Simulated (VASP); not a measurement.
# MoH3 in VASP: notebook, part 3 of 3

VASP 6.6.1. The steps go on from the part before.

## 5. Relaxation of cell and atoms, PBE

This run uses another cell than the first one, of 11.30 Å³/atom, 1.840 times its volume.

Input file INCAR:

```
ALGO     = Normal         # electronic algorithm
EDIFF    = 1E-6           # SCF threshold, eV
EDIFFG   = -0.04          # ionic threshold
ENCUT    = 600            # plane-wave cutoff, eV
GGA      = PE             # functional
IBRION   = 2              # ionic algorithm
ISIF     = 3              # what is computed and relaxed
ISMEAR   = 0              # smearing method
LASPH    = T              # aspherical terms in the spheres
LCHARG   = F              # write CHGCAR
LREAL    = F              # projectors in reciprocal space
LWAVE    = F              # write WAVECAR
NELM     = 80             # most SCF steps
NSW      = 90             # ionic steps
PREC     = Accurate       # precision mode
SIGMA    = 0.1            # smearing width, eV
```

Input file KPOINTS:

```
k-points
0
Gamma
  6 6 6
```

Input file POSCAR:

```
MoH3
1.0
    3.6318194300      0.0000000000      0.0000000000
    0.0000000000      3.6318194300      0.0000000000
    0.0000000000      0.0000000000      3.4262449500
H Mo
3 1
Direct
    0.0000000000      0.5000000000      0.5000000000
    0.5000000000      0.0000000000      0.5000000000
    0.5000000000      0.5000000000      0.0000000000
    0.0000000000      0.0000000000      0.0000000000
```

Potentials or basis: VASP PAW PBE potentials, release 64 (H, Mo_sv).

Started as:

```
> cat potpaw_PBE.64/H/POTCAR potpaw_PBE.64/Mo_sv/POTCAR > POTCAR
> mpirun -np 1 vasp_std > vasp.out
```

OUTCAR:

```text
EDIFF = 1E-6
   EDIFFG = -0.04
   ENCUT = 600
   GGA = PE
   IBRION = 2
   ISIF = 3
   ISMEAR = 0
   LASPH = T
   LREAL = F
   NELM = 80
   NSW = 90
   PREC = Accurate

 ion  position               nearest neighbor table
   1  0.000  0.500  0.500-
   2  0.500  0.000  0.500-
   3  0.500  0.500  0.000-
   4  0.000  0.000  0.000-

  LATTYP: Found a simple tetragonal cell.
 ALAT       =     3.6318194300
 C/A-ratio  =     0.9433962828

  Lattice vectors:

 A1 = (   3.6318194300,   0.0000000000,   0.0000000000)
 A2 = (   0.0000000000,   3.6318194300,   0.0000000000)
 A3 = (   0.0000000000,   0.0000000000,   3.4262449500)

Analysis of symmetry for initial positions (statically):
=====================================================================
 Subroutine PRICEL returns:
 Original cell was already a primitive cell.

[... 189 lines left out ...]
      4     -32.6803      2.00000
      5      -4.6029      2.00000
      6      -0.1100      2.00000
      7       0.2333      2.00000
      8       3.2457      0.00000
      9       3.4028      0.00000
     10       3.4028      0.00000
     11       5.7178      0.00000
     12       6.0343      0.00000
[... 648 lines left out ...]
--------------------------------------- Ionic step        9  -------------------------------------------

 number of electron      17.0000000 magnetization

 Free energy of the ion-electron system (eV)
  ---------------------------------------------------
  ext. energy  EPLUGINS =         0.00000000
  ---------------------------------------------------
  free energy    TOTEN  =       -19.75039283 eV

  energy without entropy =      -19.73297209  energy(sigma->0) =      -19.74168246

 E-fermi :   9.2447     XC(G=0): -12.3721

 val. band max:        9.2115334053   @ k =   0.3333   0.3333   0.1667
 cond. band min:       9.2913311409   @ k =   0.3333   0.0000   0.3333
 fundamental gap:      0.0797977356
 Fermi energy:         9.2446660521

 k-point     1 :       0.0000    0.0000    0.0000
  band No.  band energies     occupation
      1     -52.1243      2.00000
      2     -25.9582      2.00000
      3     -25.9582      2.00000
      4     -25.9516      2.00000
      5      -2.7316      2.00000
      6       3.6291      2.00000
      7       3.6509      2.00000
      8      10.8078      0.00000
      9      10.8224      0.00000
     10      10.8224      0.00000
     11      15.1824      0.00000
     12      15.2111      0.00000
[... 376 lines left out ...]
  FREE ENERGIE OF THE ION-ELECTRON SYSTEM (eV)
  ---------------------------------------------------
  free  energy   TOTEN  =       -19.7503928262 eV

  energy  without entropy=      -19.7329720851  energy(sigma->0) =      -19.74168246

 reached required accuracy - stopping structural energy minimisation
```

It took 2 min on 1 thread of Intel Xeon Platinum 8124M at 3.00GHz (Skylake/Cascade Lake), shared host; peak memory 0.19 GiB.

What came out:

| Quantity | Value |
| --- | --- |
| Free energy | -19.7504 eV |
| Relaxed volume | 6.14 Å³/atom |
| Relaxed cell | a = 2.909 Å, b = 2.909 Å, c = 2.903 Å, α = 90.00°, β = 90.00°, γ = 90.00° |
| Space group after relaxing (to 0.05 Å) | Pm-3m (No. 221) |
| Energy gained by relaxing | 925.2 meV/atom |
| Ionic steps | 9 |
| Pressure after relaxing | 0.1 GPa |

Step by step:
```csv
step,energy change (eV),largest force (eV/Å),pressure (GPa),volume (Å³)
1,0.0000,0.0000,-34.25,45.19
2,-2.9794,0.0000,-28.56,31.16
3,-3.6499,0.0000,-8.13,25.84
4,-3.6766,0.0000,2.91,24.33
5,-3.6799,0.0000,-0.11,24.71
6,-3.6833,0.0000,-0.23,24.69
7,-3.6942,0.0000,-0.25,24.64
8,-3.6980,0.0000,0.64,24.51
9,-3.7009,0.0000,0.08,24.57
```

Final structure:
```
H Mo
1.0
     2.90938    0.00000    0.00000
     0.00000    2.90938    0.00000
     0.00000    0.00000    2.90307
H Mo
3 1
Cartesian
  0.0000 1.4547 1.4515
  1.4547 0.0000 1.4515
  1.4547 1.4547 2.9031
  0.0000 0.0000 0.0000
```

Levels at points of the mesh, in eV from the Fermi level:
```
           k point  band 5  band 6  band 7  band 8  band 9  band 10  band 11  band 12
(0.00, 0.00, 0.00)  -11.98   -5.62   -5.59    1.56    1.58     1.58     5.94     5.97
(0.50, 0.00, 0.00)   -8.00   -7.70   -3.34   -0.91   -0.89     0.44     1.80     3.91
(0.50, 0.50, 0.00)   -8.31   -4.19   -4.19   -3.23   -0.36    -0.36     3.09     7.04
(0.00, 0.00, 0.50)   -7.98   -7.68   -3.33   -0.92   -0.92     0.41     1.79     3.94
(0.50, 0.00, 0.50)   -8.32   -4.18   -4.18   -3.21   -0.39    -0.37     3.11     7.07
(0.50, 0.50, 0.50)   -7.24   -7.24   -7.21    3.27    3.30     3.80     6.04     6.04
```

Caveat: the volume moved by over 15 % at a fixed basis, so the end points are rough.

## 6. Single point, PBE, collinear spin, ferromagnetic start

This run uses another cell than the first one, of 6.20 Å³/atom, 1.010 times its volume.

Input file INCAR:

```
ALGO = Normal
EDIFF = 1E-6
ENCUT = 520
GGA = PE
ISIF = 2
ISMEAR = 0
ISPIN = 2
LASPH = True
LCHARG = True
LELF = True
LMAXMIX = 4
LORBIT = 11
LREAL = False
LVHAR = True
LWAVE = False
MAGMOM = 0 0 0 0.83
NBANDS = 20
NELM = 150
PREC = Accurate
SIGMA = 0.1
```

Input file KPOINTS:

```
k-points
0
Gamma
  16 16 16
```

Input file POSCAR:

```
MoH3
1.0
    2.9166902175      0.0000000000      0.0000000000
    0.0000000000      2.9166902175      0.0000000000
    0.0000000000      0.0000000000      2.9166902175
H Mo
3 1
Direct
    0.0000000000      0.5000000000      0.5000000000
    0.5000000000      0.0000000000      0.5000000000
    0.5000000000      0.5000000000      0.0000000000
    0.0000000000      0.0000000000      0.0000000000
```

Potentials or basis: VASP PAW PBE potentials, release 64 (H, Mo_sv).

Started as:

```
> cat potpaw_PBE.64/H/POTCAR potpaw_PBE.64/Mo_sv/POTCAR > POTCAR
> mpirun -np 1 vasp_std > vasp.out
```

Run time: 89 s. Hardware: 1 thread of Intel Xeon Platinum 8124M at 3.00GHz (Skylake/Cascade Lake), shared host; peak memory 0.24 GiB.

It converged, with:

```yaml
Free_energy: -19.8291 eV
Pressure: 0.0 GPa
Band_gap_on_the_k_mesh: zero (filled and empty bands overlap)
Net_moment: 1.00 μB per cell
Site_moments: H -0.01; Mo +0.91 μB
Valence_electrons_inside_the_program's_atomic_spheres: H 0.53; Mo 12.45
```

Levels at points of the mesh, in eV from the Fermi level:
Spin up:
| k point | band 5 | band 6 | band 7 | band 8 | band 9 | band 10 | band 11 | band 12 | band 13 | band 14 |
| --- | --- | --- | --- | --- | --- | --- | --- | --- | --- | --- |
| (0.00, 0.00, 0.00) | -11.93 | -5.65 | -5.65 | 1.15 | 1.15 | 1.15 | 5.92 | 5.92 | 8.73 | 8.73 |
| (0.50, 0.00, 0.00) | -7.99 | -7.65 | -3.47 | -1.23 | -1.23 | 0.51 | 1.38 | 3.68 | 11.90 | 13.33 |
| (0.50, 0.50, 0.00) | -8.35 | -4.15 | -4.15 | -3.36 | -0.72 | -0.72 | 2.85 | 6.76 | 8.23 | 12.20 |
| (0.50, 0.50, 0.50) | -7.29 | -7.29 | -7.29 | 3.02 | 3.02 | 3.80 | 5.86 | 5.86 | 5.86 | 7.37 |
Spin down:
```tsv
k point	band 4	band 5	band 6	band 7	band 8	band 9	band 10	band 11	band 12	band 13
(0.00, 0.00, 0.00)	-34.84	-11.76	-5.33	-5.33	2.05	2.05	2.05	5.97	5.97	9.09
(0.50, 0.00, 0.00)	-34.79	-7.76	-7.56	-3.02	-0.44	-0.44	0.48	2.28	4.14	12.09
(0.50, 0.50, 0.00)	-34.74	-8.02	-4.07	-4.07	-2.91	0.10	0.10	3.36	7.29	8.78
(0.50, 0.50, 0.50)	-35.26	-6.92	-6.92	-6.92	3.54	3.54	3.94	6.22	6.22	6.22
```

## 7. Summary

```csv
task,spin,cell,k mesh,cutoff (eV),gap on the mesh (eV),pressure (GPa),moment (μB)
single point,off,"a = 2.904, b = 2.904, c = 2.913 Å, 4 atoms",6 × 6 × 6,520,none,0.0,-
single point,off,"a = 3.632, b = 3.632, c = 3.426 Å, 4 atoms",6 × 6 × 6,520,none,-34.3,-
single point,"collinear, ferromagnetic start","a = 2.907 Å, 4 atoms",6 × 6 × 6,520,none,3.7,1.34
relaxation of cell and atoms,off,"relaxed from a = 3.632, b = 3.632, c = 3.426 Å, 4 atoms",6 × 6 × 6,600,none,0.1,-
single point,"collinear, ferromagnetic start","a = 2.917 Å, 4 atoms",16 × 16 × 16,520,none,0.0,1.00
```

Alike in all rows: level PBE; potentials or basis VASP PAW PBE potentials, release 64 (H, Mo_sv); smearing gaussian 0.1 eV.

Caveats: some runs use coarse meshes; the volume moved by over 15 % at a fixed basis, so the end points are rough (some runs).

Absolute energies hang on the potentials; compare differences alone.
